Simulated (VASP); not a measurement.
# BaC4 (P6mm) in VASP: single point with PBE

Aim: the single point of BaC4 with PBE.

Program: VASP 6.6.1. These are calculated values, not measurements. Logs are shortened: lines on timing, memory, paths and dates and some standing lists are left out, and cuts for length are marked.

## (1) The cell of the first run

It takes space group P6mm (No. 183, hexagonal). Conventional cell: a = 3.446 Å, b = 3.446 Å, c = 8.296 Å, α = 90.00°, β = 90.00°, γ = 120.00°. Within 3.0 Å of Ba (site symmetry 6mm) lie 1 C at 2.27 Å. Within 2.3 Å of C (site symmetry 2mm) lie 4 C at 1.72 Å. C (site symmetry 6mm) has 1 Ba at 2.27 Å within 3.0 Å.

## (2) Single point, PBE

INCAR reads:

```
ALGO = Normal ; EDIFF = 1E-7
ENCUT = 520 ; GGA = PE
ISIF = 2 ; ISMEAR = 0
LASPH = True ; LCHARG = False
LREAL = False ; LWAVE = False
NBANDS = 21 ; NELM = 80
PREC = Accurate ; SIGMA = 0.1
```

KPOINTS reads:

```
k-points
0
Gamma
  6 6 2
```

POSCAR reads:

```
BaC4
1.0
    3.4457905000      0.0000000000      0.0000000000
   -1.7228952500      2.9841421100      0.0000000000
    0.0000000000      0.0000000000      8.2959012300
Ba C
1 4
Direct
    0.0000000000      0.0000000000      0.6510048700
    0.5000000000      0.0000000000      0.0251420000
    0.0000000000      0.5000000000      0.0251420000
    0.5000000000      0.5000000000      0.0251420000
    0.0000000000      0.0000000000      0.3772829900
```

Potentials or basis: VASP PAW PBE potentials, release 64 (Ba_sv, C).

The run is started by

```sh
$ cat potpaw_PBE.64/Ba_sv/POTCAR potpaw_PBE.64/C/POTCAR > POTCAR
$ mpirun -np 1 vasp_std > vasp.out
```

OUTCAR:

```text
EDIFF = 1E-7
   ENCUT = 520
   GGA = PE
   ISIF = 2
   ISMEAR = 0
   LASPH = True
   LREAL = False
   NELM = 80
   PREC = Accurate

 ion  position               nearest neighbor table
   1  0.000  0.000  0.651-   5 2.27
   2  0.500  0.000  0.025-   3 1.72   4 1.72   4 1.72   3 1.72
   3  0.000  0.500  0.025-   4 1.72   4 1.72   2 1.72   2 1.72
   4  0.500  0.500  0.025-   3 1.72   3 1.72   2 1.72   2 1.72
   5  0.000  0.000  0.377-   1 2.27

  LATTYP: Found a hexagonal cell.
 ALAT       =     3.4457905000
 C/A-ratio  =     2.4075466080

  Lattice vectors:

 A1 = (   3.4457905000,   0.0000000000,   0.0000000000)
 A2 = (  -1.7228952500,   2.9841421100,   0.0000000000)
 A3 = (   0.0000000000,   0.0000000000,   8.2959012300)

Analysis of symmetry for initial positions (statically):
=====================================================================
 Subroutine PRICEL returns:
 Original cell was already a primitive cell.

 Routine SETGRP: Setting up the symmetry group for a
 hexagonal supercell.

 Subroutine GETGRP returns: Found 12 space group operations
 (whereof 12 operations were pure point group operations)
 out of a pool of 24 trial point group operations.

The static configuration has the point symmetry C_6v.

Analysis of symmetry for dynamics (positions and initial velocities):
=====================================================================
 Subroutine PRICEL returns:
 Original cell was already a primitive cell.

 Routine SETGRP: Setting up the symmetry group for a
 hexagonal supercell.

 Subroutine GETGRP returns: Found 12 space group operations
 (whereof 12 operations were pure point group operations)
 out of a pool of 24 trial point group operations.

The dynamic configuration has the point symmetry C_6v.

 Subroutine INISYM returns: Found 12 space group operations
 (whereof 12 operations are pure point group operations),
 and found     1 'primitive' translations

----------------------------------------------------------------------------------------

                                     Primitive cell

  volume of cell :      85.3045

  direct lattice vectors                    reciprocal lattice vectors
     3.445790500  0.000000000  0.000000000     0.290209170  0.167552342  0.000000000
    -1.722895250  2.984142110  0.000000000     0.000000000  0.335104684  0.000000000
     0.000000000  0.000000000  8.295901230     0.000000000  0.000000000  0.120541454

  length of vectors
     3.445790500  3.445790501  8.295901230     0.335104684  0.335104684  0.120541454

  position of ions in fractional coordinates (direct lattice)
     0.000000000  0.000000000  0.651004870
     0.500000000  0.000000000  0.025142000
     0.000000000  0.500000000  0.025142000
     0.500000000  0.500000000  0.025142000
     0.000000000  0.000000000  0.377282990

  ion indices of the primitive-cell ions
   primitive index   ion index
                 1           1
                 2           2
                 3           3
                 4           4
                 5           5

----------------------------------------------------------------------------------------

 KPOINTS: k-points

Automatic generation of k-mesh.
 Grid dimensions read from file:
 generate k-points for:    6    6    2

 Generating k-lattice:

  Cartesian coordinates                     Fractional coordinates (reciprocal lattice)
     0.048368195  0.027925390  0.000000000     0.166666667  0.000000000  0.000000000
     0.000000000  0.055850781  0.000000000     0.000000000  0.166666667  0.000000000
     0.000000000  0.000000000  0.060270727     0.000000000  0.000000000  0.500000000

  Length of vectors
     0.055850781  0.055850781  0.060270727

  Shift w.r.t. Gamma in fractional coordinates (k-lattice)
     0.000000000  0.000000000  0.000000000

 Subroutine IBZKPT returns following result:
 ===========================================

 Found     14 irreducible k-points:

 Following reciprocal coordinates:
            Coordinates               Weight
  0.000000  0.000000  0.000000      1.000000
  0.166667  0.000000  0.000000      6.000000
  0.333333  0.000000  0.000000      6.000000
  0.500000  0.000000  0.000000      3.000000
  0.166667  0.166667  0.000000      6.000000
  0.333333  0.166667  0.000000     12.000000
  0.333333  0.333333  0.000000      2.000000
  0.000000  0.000000  0.500000      1.000000
  0.166667  0.000000  0.500000      6.000000
  0.333333  0.000000  0.500000      6.000000
  0.500000  0.000000  0.500000      3.000000
  0.166667  0.166667  0.500000      6.000000
  0.333333  0.166667  0.500000     12.000000
  0.333333  0.333333  0.500000      2.000000
   k-points           NKPTS =     14   k-points in BZ     NKDIM =     14   number of bands    NBANDS=     21
   number of dos      NEDOS =    301   number of ions     NIONS =      5
   total plane-waves  NPLWV =  50176
   dimension x,y,z NGX =    28 NGY =   28 NGZ =   64
   dimension x,y,z NGXF=    56 NGYF=   56 NGZF=  128
   ions per type =               1   4
   NGX,Y,Z   is equivalent  to a cutoff of  13.51, 13.51, 12.83 a.u.
   NGXF,Y,Z  is equivalent  to a cutoff of  27.02, 27.02, 25.65 a.u.
 SYSTEM =  unknown system
   PREC   = accura    normal or accurate (medium, high low for compatibility)
   ISTART =      0    job   : 0-new  1-cont  2-samecut
   ICHARG =      2    charge: 1-file 2-atom 10-const
   ISPIN  =      1    spin polarized calculation?
   LNONCOLLINEAR =      F non collinear calculations
   LSORBIT =      F    spin-orbit coupling
   LASPH  =      T    aspherical Exc in radial PAW
   ENCUT  =  520.0 eV  38.22 Ry    6.18 a.u.   6.41  6.41 15.42*2*pi/ulx,y,z
   NELM   =     80;   NELMIN=  2; NELMDL= -5     # of ELM steps
   EDIFF  = 0.1E-06   stopping-criterion for ELM
   LREAL  =      F    real-space projection
   EDIFFG = 0.1E-05   stopping-criterion for IOM
   NSW    =      0    number of steps for IOM
   IBRION =     -1    ionic relax: 0-MD 1-quasi-New 2-CG
   NFREE  =      0    steps in history (QN), initial steepest desc. (CG)
   ISIF   =      2    stress and relaxation
   ISYM   =      2    0-nonsym 1-usesym 2-fastsym
   POTIM  = 0.5000    time-step for ionic-motion
   TEBEG  =    0.0;   TEEND  =   0.0 temperature during run
   PSTRESS=    0.0 pullay stress
   NELECT =      26.0000    total number of electrons
   NUPDOWN=      -1.0000    fix difference up-down
   EMIN   =  10.00;   EMAX   =-10.00  energy-range for DOS
   EFERMI =   0.00;   METHOD = LEGACY
   ISMEAR =     0;   SIGMA  =   0.10  broadening in eV -4-tet -1-fermi 0-gaus
   EFERMI_NEDOS =   21; number of points for ismear=-14 and -15
   IALGO  =     38    algorithm
   IMIX   =      4    mixing-type and parameters
     AMIX     =   0.40;   BMIX     =  1.00
     AMIX_MAG =   1.60;   BMIX_MAG =  1.00
  volume/ion in A,a.u.               =      17.06       115.13
  Fermi-wavevector in a.u.,A,eV,Ry     =   1.101730  2.081968 16.514883  1.213810
  Thomas-Fermi vector in A             =   2.238162
   LORBIT       =      0    0 simple, 1 ext, 2 COOP (PROOUT), +10 PAW based schemes
   GGA     = PE    functional components
   LHFCALC =     F    Hartree Fock is set to
   AEXX    =    0.0000 exact exchange contribution
   IVDW    =     0    specifies the selected vdW correction
   LEPSILON=     F    determine dielectric tensor
   LRPA    =     F    only Hartree local field effects (RPA)
 non-spin polarized calculation
 Gauss-broadening in eV      SIGMA  =   0.10
  energy-cutoff  :      520.00
  volume of cell :       85.30
 maximum number of plane-waves:      2334
 NGX is ok and might be reduce to    28
   NGX = 13   NGY = 13   NGZ = 31

 number of electron      26.0000000 magnetization

 Free energy of the ion-electron system (eV)
  ---------------------------------------------------
  ext. energy  EPLUGINS =         0.00000000
  ---------------------------------------------------
  free energy    TOTEN  =       -23.17131457 eV

  energy without entropy =      -23.13510356  energy(sigma->0) =      -23.15320906

 E-fermi :   2.7724     XC(G=0):  -9.3501

 val. band max:        2.7078554187   @ k =   0.3333   0.1667   0.0000
 cond. band min:       2.7753586801   @ k =   0.3333   0.0000   0.5000
 fundamental gap:      0.0675032613
 Fermi energy:         2.7723572727

 k-point     1 :       0.0000    0.0000    0.0000
  band No.  band energies     occupation
      1     -25.8162      2.00000
      2     -14.7649      2.00000
      3     -11.6429      2.00000
      4      -9.5567      2.00000
      5      -9.5567      2.00000
      6      -7.1737      2.00000
[... 13 lines left out ...]
     20       6.2590      0.00000
     21       7.4529      0.00000

 k-point     2 :       0.1667    0.0000    0.0000
  band No.  band energies     occupation
      1     -25.6935      2.00000
      2     -14.4536      2.00000
      3     -11.5121      2.00000
      4     -10.3901      2.00000
      5      -9.7383      2.00000
      6      -7.9877      2.00000
[... 13 lines left out ...]
     20       6.7329      0.00000
     21       6.8314      0.00000

 k-point     3 :       0.3333    0.0000    0.0000
  band No.  band energies     occupation
      1     -25.4323      2.00000
      2     -13.5729      2.00000
      3     -11.7751      2.00000
      4     -11.2370      2.00000
      5     -10.0727      2.00000
      6      -9.7398      2.00000
[... 13 lines left out ...]
     20       7.7971      0.00000
     21       9.1965      0.00000
[... 217 lines left out ...]
 k-point    13 :       0.3333    0.1667    0.5000
  band No.  band energies     occupation
      1     -25.2939      2.00000
      2     -12.8059      2.00000
      3     -12.0593      2.00000
      4     -11.1157      2.00000
      5     -10.7678      2.00000
      6     -10.6089      2.00000
[... 13 lines left out ...]
     20       7.7382      0.00000
     21       8.0922      0.00000

 k-point    14 :       0.3333    0.3333    0.5000
  band No.  band energies     occupation
      1     -25.2232      2.00000
      2     -11.8222      2.00000
      3     -11.8222      2.00000
      4     -11.5527      2.00000
      5     -11.5527      2.00000
      6     -11.0310      2.00000
[... 13 lines left out ...]
     20       6.4867      0.00000
     21       7.3316      0.00000

------------------------ aborting loop because EDIFF is reached ----------------------------------------

  FORCE on cell =-STRESS in cart. coord.  units (eV):
  Direction    XX          YY          ZZ          XY          YZ          ZX
  --------------------------------------------------------------------------------------
  -------------------------------------------------------------------------------------
  Total       -6.7883860     -6.7883860      0.6156113      0.0000000     -0.0000000      0.0000000
  in kB     -127.4985274   -127.4985274     11.5623269      0.0000000     -0.0000000      0.0000000
  external PRESSURE =     -81.1449093 kB  Pullay stress =       0.0000000 kB

 VOLUME and BASIS-vectors are now :
 -----------------------------------------------------------------------------
  energy-cutoff  :      520.00
  volume of cell :       85.30
      direct lattice vectors                 reciprocal lattice vectors
     3.445790500  0.000000000  0.000000000     0.290209170  0.167552342  0.000000000
    -1.722895250  2.984142110  0.000000000     0.000000000  0.335104684  0.000000000
     0.000000000  0.000000000  8.295901230     0.000000000  0.000000000  0.120541454

 POSITION                                       TOTAL-FORCE (eV/Angst)
 -----------------------------------------------------------------------------------
      0.00000      0.00000      5.40067         0.000000     -0.000000      1.976651
      1.72290      0.00000      0.20858         0.000000     -0.000000     -0.221595
     -0.86145      1.49207      0.20858        -0.000000      0.000000     -0.221595
      0.86145      1.49207      0.20858         0.000000      0.000000     -0.221595
      0.00000      0.00000      3.12990        -0.000000     -0.000000     -1.311865
 -----------------------------------------------------------------------------------
    total drift:                               -0.000000     -0.000000      0.000006

  FREE ENERGIE OF THE ION-ELECTRON SYSTEM (eV)
  ---------------------------------------------------
  free  energy   TOTEN  =       -23.1713145655 eV

  energy  without entropy=      -23.1351035566  energy(sigma->0) =      -23.15320906
```

Wall time 28 s (1 thread of Intel Xeon Platinum 8375C at 2.90GHz (Ice Lake), shared host); peak memory 0.22 GiB.

What came out:

```
Free energy            : -23.1713 eV
Pressure               : -8.1 GPa
Largest force          : 1.977 eV/Å
Band gap on the k mesh : zero (band 13 reaches 2.79 eV, above the bottom of band 14 at 1.67 eV)
```

Forces in eV/Å, atoms in the order of the input:
```
Ba   0.000  0.000  1.977
C    0.000  0.000 -0.222
C    0.000  0.000 -0.222
C    0.000  0.000 -0.222
C    0.000  0.000 -1.312
```

Stress tensor (GPa, compression positive):
```
-12.75   0.00   0.00
  0.00 -12.75   0.00
  0.00   0.00   1.16
```

Caveat: the k points lie up to 0.38 Å⁻¹ apart; spin-orbit coupling is left out, which moves the levels of the heavy elements; forces of over 1 eV/Å act on the atoms, so gaps and moduli don't describe the material at rest.
